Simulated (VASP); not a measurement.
# Te (C2/m) in VASP: single point with r2SCAN

Aim: the single point of Te with r2SCAN.

All numbers are computed with VASP 6.6.1; they aren't measurements. Logs are shortened: lines on timing, memory, paths and dates and some standing lists are left out, and cuts for length are marked.

### Step 1. The cell of the first run

The structure is monoclinic, space group C2/m (No. 12). Conventional cell: a = 7.641 Å, b = 4.296 Å, c = 5.977 Å, α = 90.00°, β = 90.90°, γ = 90.00°. Te (site symmetry m) has 6 Te at 3.03 to 3.47 Å within 4.0 Å. Te (site symmetry 2/m) has 6 Te at 3.09 to 3.31 Å within 4.1 Å.

### Step 2. Single point, r2SCAN

File POSCAR:

```
Te
1.0
    3.8202894285     -2.1482026000      0.0000000000
    3.8202894285      2.1482026000      0.0000000000
   -0.0942908673      0.0000000000      5.9760906531
Te
3
Direct
    0.6905533900      0.6905533900      0.6611905100
    0.3094466100      0.3094466100      0.3388094900
    0.0000000000      0.0000000000      0.0000000000
```

File INCAR.step1:

```
PREC = Accurate
ENCUT = 520
ISMEAR = -5
SIGMA = 0.08
LREAL = F
LASPH = T
NELM = 100
NBANDS = 16
GGA = PE
ALGO = Normal
EDIFF = 1E-4
LWAVE = T
LCHARG = F
```

File INCAR.step2:

```
PREC = Accurate
ENCUT = 520
EDIFF = 1E-7
ISMEAR = -1
SIGMA = 0.08
LREAL = F
LASPH = T
NELM = 100
ALGO = Normal
ISIF = 2
LWAVE = F
LCHARG = F
METAGGA = R2SCAN
LMIXTAU = T
LORBIT = 10
NBANDS = 16
ISTART = 1
```

File KPOINTS:

```
regular mesh
0
Gamma
  10 10 6
```

Potentials or basis: VASP PAW PBE potentials, release 64 (Te).

Launch:

```sh
$ cat potpaw_PBE.64/Te/POTCAR > POTCAR
$ cp INCAR.step1 INCAR
$ mpirun -np 1 vasp_std > vasp.out
$ cp INCAR.step2 INCAR
$ mpirun -np 1 vasp_std > vasp.out
```

OUTCAR:

```text
PREC = Accurate
   ENCUT = 520
   EDIFF = 1E-7
   ISMEAR = -1
   LREAL = F
   LASPH = T
   NELM = 100
   ISIF = 2
   METAGGA = R2SCAN
   LORBIT = 10
   ISTART = 1

 ion  position               nearest neighbor table
   1  0.691  0.691  0.661-   2 3.03   2 3.03   3 3.09   3 3.31   3 3.31   2 3.47
   2  0.309  0.309  0.339-   1 3.03   1 3.03   3 3.09   3 3.31   3 3.31   1 3.47
   3  0.000  0.000  0.000-   1 3.09   2 3.09   1 3.31   1 3.31   2 3.31   2 3.31

  LATTYP: Found a base centered monoclinic cell.
 ALAT       =     7.6405788570
 B/A-ratio  =     0.5623140969
 C/A-ratio  =     0.7822489081
 COS(beta)  =    -0.0157760547

  Lattice vectors:

 A1 = (   3.8202894285,  -2.1482026000,   0.0000000000)
 A2 = (   3.8202894285,   2.1482026000,   0.0000000000)
 A3 = (  -0.0942908673,   0.0000000000,   5.9760906531)

Analysis of symmetry for initial positions (statically):
=====================================================================
 Subroutine PRICEL returns:
 Original cell was already a primitive cell.

 Routine SETGRP: Setting up the symmetry group for a
 base centered monoclinic supercell.

 Subroutine GETGRP returns: Found  4 space group operations
 (whereof  4 operations were pure point group operations)
 out of a pool of  4 trial point group operations.

The static configuration has the point symmetry C_2h.

Analysis of symmetry for dynamics (positions and initial velocities):
=====================================================================
 Subroutine PRICEL returns:
 Original cell was already a primitive cell.

 Routine SETGRP: Setting up the symmetry group for a
 base centered monoclinic supercell.

 Subroutine GETGRP returns: Found  4 space group operations
 (whereof  4 operations were pure point group operations)
 out of a pool of  4 trial point group operations.

The dynamic configuration has the point symmetry C_2h.

 Subroutine INISYM returns: Found  4 space group operations
 (whereof  4 operations are pure point group operations),
 and found     1 'primitive' translations

----------------------------------------------------------------------------------------

                                     Primitive cell

  volume of cell :      98.0886

  direct lattice vectors                    reciprocal lattice vectors
     3.820289429 -2.148202600  0.000000000     0.130880136 -0.232752721  0.002065029
     3.820289429  2.148202600  0.000000000     0.130880136  0.232752721  0.002065029
    -0.094290867  0.000000000  5.976090653     0.000000000  0.000000000  0.167333472

  length of vectors
     4.382851324  4.382851324  5.976834468     0.267035023  0.267035023  0.167333472

  position of ions in fractional coordinates (direct lattice)
     0.690553390  0.690553390  0.661190510
     0.309446610  0.309446610  0.338809490
     0.000000000  0.000000000  0.000000000

  ion indices of the primitive-cell ions
   primitive index   ion index
                 1           1
                 2           2
                 3           3

----------------------------------------------------------------------------------------

 KPOINTS: regular mesh

Automatic generation of k-mesh.
 Grid dimensions read from file:
 generate k-points for:   10   10    6

 Generating k-lattice:

  Cartesian coordinates                     Fractional coordinates (reciprocal lattice)
     0.013088014 -0.023275272  0.000206503     0.100000000  0.000000000  0.000000000
     0.013088014  0.023275272  0.000206503     0.000000000  0.100000000  0.000000000
     0.000000000  0.000000000  0.027888912     0.000000000  0.000000000  0.166666667

  Length of vectors
     0.026703502  0.026703502  0.027888912

  Shift w.r.t. Gamma in fractional coordinates (k-lattice)
     0.000000000  0.000000000  0.000000000

 Subroutine IBZKPT returns following result:
 ===========================================

 Found    172 irreducible k-points:

 Following reciprocal coordinates:
            Coordinates               Weight
  0.000000  0.000000  0.000000      1.000000
  0.100000 -0.000000  0.000000      4.000000
  0.200000 -0.000000  0.000000      4.000000
  0.300000  0.000000  0.000000      4.000000
  0.400000 -0.000000  0.000000      4.000000
  0.500000  0.000000  0.000000      2.000000
[... 16 lines left out ...]
  0.300000  0.300000  0.000000      2.000000
  0.400000  0.300000  0.000000      4.000000
 [... further k-points ...]
   k-points           NKPTS =    172   k-points in BZ     NKDIM =    172   number of bands    NBANDS=     16
   number of dos      NEDOS =    301   number of ions     NIONS =      3
   total plane-waves  NPLWV =  62208
   dimension x,y,z NGX =    36 NGY =   36 NGZ =   48
   dimension x,y,z NGXF=    72 NGYF=   72 NGZF=   96
   ions per type =               3
   NGX,Y,Z   is equivalent  to a cutoff of  13.66, 13.66, 13.35 a.u.
   NGXF,Y,Z  is equivalent  to a cutoff of  27.31, 27.31, 26.70 a.u.
 SYSTEM =  unknown system
   PREC   = accura    normal or accurate (medium, high low for compatibility)
   ISTART =      1    job   : 0-new  1-cont  2-samecut
   ICHARG =      0    charge: 1-file 2-atom 10-const
   ISPIN  =      1    spin polarized calculation?
   LNONCOLLINEAR =      F non collinear calculations
   LSORBIT =      F    spin-orbit coupling
   LASPH  =      T    aspherical Exc in radial PAW
   ENCUT  =  520.0 eV  38.22 Ry    6.18 a.u.   8.15  8.15 11.11*2*pi/ulx,y,z
   NELM   =    100;   NELMIN=  2; NELMDL=  0     # of ELM steps
   EDIFF  = 0.1E-06   stopping-criterion for ELM
   LREAL  =      F    real-space projection
   EDIFFG = 0.1E-05   stopping-criterion for IOM
   NSW    =      0    number of steps for IOM
   IBRION =     -1    ionic relax: 0-MD 1-quasi-New 2-CG
   NFREE  =      0    steps in history (QN), initial steepest desc. (CG)
   ISIF   =      2    stress and relaxation
   ISYM   =      2    0-nonsym 1-usesym 2-fastsym
   POTIM  = 0.5000    time-step for ionic-motion
   TEBEG  =    0.0;   TEEND  =   0.0 temperature during run
   PSTRESS=    0.0 pullay stress
   NELECT =      18.0000    total number of electrons
   NUPDOWN=      -1.0000    fix difference up-down
   EMIN   =  10.00;   EMAX   =-10.00  energy-range for DOS
   EFERMI =   0.00;   METHOD = LEGACY
   ISMEAR =    -1;   SIGMA  =   0.08  broadening in eV -4-tet -1-fermi 0-gaus
   EFERMI_NEDOS =   21; number of points for ismear=-14 and -15
   IALGO  =     38    algorithm
   IMIX   =      4    mixing-type and parameters
     AMIX     =   0.40;   BMIX     =  1.00
     AMIX_MAG =   1.60;   BMIX_MAG =  1.00
  volume/ion in A,a.u.               =      32.70       220.64
  Fermi-wavevector in a.u.,A,eV,Ry     =   0.930307  1.758025 11.775440  0.865470
  Thomas-Fermi vector in A             =   2.056681
   LORBIT       =     10    0 simple, 1 ext, 2 COOP (PROOUT), +10 PAW based schemes
   METAGGA = R2SCAN    functional components
   LHFCALC =     F    Hartree Fock is set to
   AEXX    =    0.0000 exact exchange contribution
   IVDW    =     0    specifies the selected vdW correction
   LEPSILON=     F    determine dielectric tensor
   LRPA    =     F    only Hartree local field effects (RPA)
 non-spin polarized calculation
  energy-cutoff  :      520.00
  volume of cell :       98.09
 maximum number of plane-waves:      2658
 NGX is ok and might be reduce to    36
   NGX = 17   NGY = 17   NGZ = 23

 number of electron      18.0000000 magnetization

 Free energy of the ion-electron system (eV)
  ---------------------------------------------------
  ext. energy  EPLUGINS =         0.00000000
  ---------------------------------------------------
  free energy    TOTEN  =       -76.03270968 eV

  energy without entropy =      -76.01461090  energy(sigma->0) =      -76.02366029

 E-fermi :   6.3578     XC(G=0):  -9.7356

 val. band max:        6.3504353525   @ k =   0.2000   0.1000   0.5000
 cond. band min:       6.3733873501   @ k =  -0.1000  -0.1000   0.3333
 fundamental gap:      0.0229519976
 Fermi energy:         6.3578138207

 k-point     1 :       0.0000    0.0000    0.0000
  band No.  band energies     occupation
      1      -7.9456      2.00000
      2      -4.5323      2.00000
      3      -4.3801      2.00000
      4       3.4186      2.00000
      5       3.4204      2.00000
      6       4.0582      2.00000
[... 8 lines left out ...]
     15      12.7810      0.00000
     16      12.8611      0.00000

 k-point     2 :       0.1000   -0.0000    0.0000
  band No.  band energies     occupation
      1      -7.8572      2.00000
      2      -4.5150      2.00000
      3      -4.3855      2.00000
      4       2.5888      2.00000
      5       3.0754      2.00000
      6       3.4691      2.00000
[... 8 lines left out ...]
     15      12.7180      0.00000
     16      13.1380      0.00000

 k-point     3 :       0.2000   -0.0000    0.0000
  band No.  band energies     occupation
      1      -7.5956      2.00000
      2      -4.5550      2.00000
      3      -4.3624      2.00000
      4       1.6513      2.00000
      5       2.4531      2.00000
      6       2.8763      2.00000
[... 8 lines left out ...]
     15      12.8500      0.00000
     16      13.6821      0.00000

 k-point     4 :       0.3000    0.0000    0.0000
  band No.  band energies     occupation
      1      -7.1741      2.00000
      2      -4.8245      2.00000
      3      -4.2615      2.00000
      4       1.1617      2.00000
      5       1.8803      2.00000
      6       2.4376      2.00000
[... 8 lines left out ...]
     15      13.5233      0.00000
     16      14.6121      0.00000
[... 324 lines left out ...]
 k-point    22 :      -0.2000    0.2000    0.0000
  band No.  band energies     occupation
      1      -6.9057      2.00000
      2      -4.8726      2.00000
      3      -4.4141      2.00000
      4       1.1684      2.00000
      5       1.4662      2.00000
      6       3.1450      2.00000
[... 8 lines left out ...]
     15      13.8673      0.00000
     16      15.4418      0.00000

 k-point    23 :       0.3000    0.3000    0.0000
  band No.  band energies     occupation
      1      -7.2523      2.00000
      2      -4.7953      2.00000
      3      -4.2543      2.00000
      4       1.1238      2.00000
      5       1.9841      2.00000
      6       2.4191      2.00000
[... 8 lines left out ...]
     15      13.6704      0.00000
     16      15.0525      0.00000

 k-point    24 :       0.4000    0.3000    0.0000
  band No.  band energies     occupation
      1      -6.9674      2.00000
      2      -4.9311      2.00000
      3      -4.3099      2.00000
      4       1.1102      2.00000
      5       1.5845      2.00000
      6       2.5236      2.00000
[... 8 lines left out ...]
     15      14.7444      0.00000
     16      15.1269      0.00000

 [... further k-points ...]
[... 5 lines left out ...]
  --------------------------------------------------------------------------------------
  -------------------------------------------------------------------------------------
  Total       -0.0224048      0.1656634     -0.0984518      0.0000000      0.0000000     -0.1193537
  in kB       -0.3659591      2.7059415     -1.6081089      0.0000000      0.0000000     -1.9495209
  external PRESSURE =       0.2439578 kB  Pullay stress =       0.0000000 kB

 VOLUME and BASIS-vectors are now :
 -----------------------------------------------------------------------------
  energy-cutoff  :      520.00
  volume of cell :       98.09
      direct lattice vectors                 reciprocal lattice vectors
     3.820289429 -2.148202600  0.000000000     0.130880136 -0.232752721  0.002065029
     3.820289429  2.148202600  0.000000000     0.130880136  0.232752721  0.002065029
    -0.094290867  0.000000000  5.976090653     0.000000000  0.000000000  0.167333472

 POSITION                                       TOTAL-FORCE (eV/Angst)
 -----------------------------------------------------------------------------------
      5.21388      0.00000      3.95133        -0.022951      0.000000      0.023715
      2.33240      0.00000      2.02476         0.022951      0.000000     -0.023715
      0.00000      0.00000      0.00000         0.000000      0.000000      0.000000
 -----------------------------------------------------------------------------------
    total drift:                               -0.000000     -0.000000     -0.000000

  FREE ENERGIE OF THE ION-ELECTRON SYSTEM (eV)
  ---------------------------------------------------
  free  energy   TOTEN  =       -76.0327096835 eV

  energy  without entropy=      -76.0146108984  energy(sigma->0) =      -76.02366029

 total charge

# of ion       s       p       d       tot
------------------------------------------
    1        1.446   1.795   0.047   3.288
    2        1.446   1.795   0.047   3.288
    3        1.441   1.814   0.040   3.295
--------------------------------------------------
tot          4.334   5.404   0.133   9.871
```

Run time: 7 min. Hardware: 1 thread of Intel Xeon 6975P-C (Granite Rapids), shared host; peak memory 0.39 GiB.

What came out:

```yaml
Free_energy: -76.0327 eV
Pressure: 0.0 GPa
Largest_force: 0.033 eV/Å
Band_gap_on_the_k_mesh: zero (bands 9 and 10 overlap by 0.15 eV)
Valence_electrons_inside_the_program's_atomic_spheres: Te 3.29
```

Forces in eV/Å, atoms in the order of the input:
```
Te  -0.023  0.000  0.024
Te   0.023  0.000 -0.024
Te   0.000  0.000  0.000
```

Caveat: the PAW data sets were made with another functional, which shifts forces and pressure a little; spin-orbit coupling is left out, which moves the levels of the heavy elements.

The gap in the log of VASP goes by the Fermi energy; the results here count the filled bands.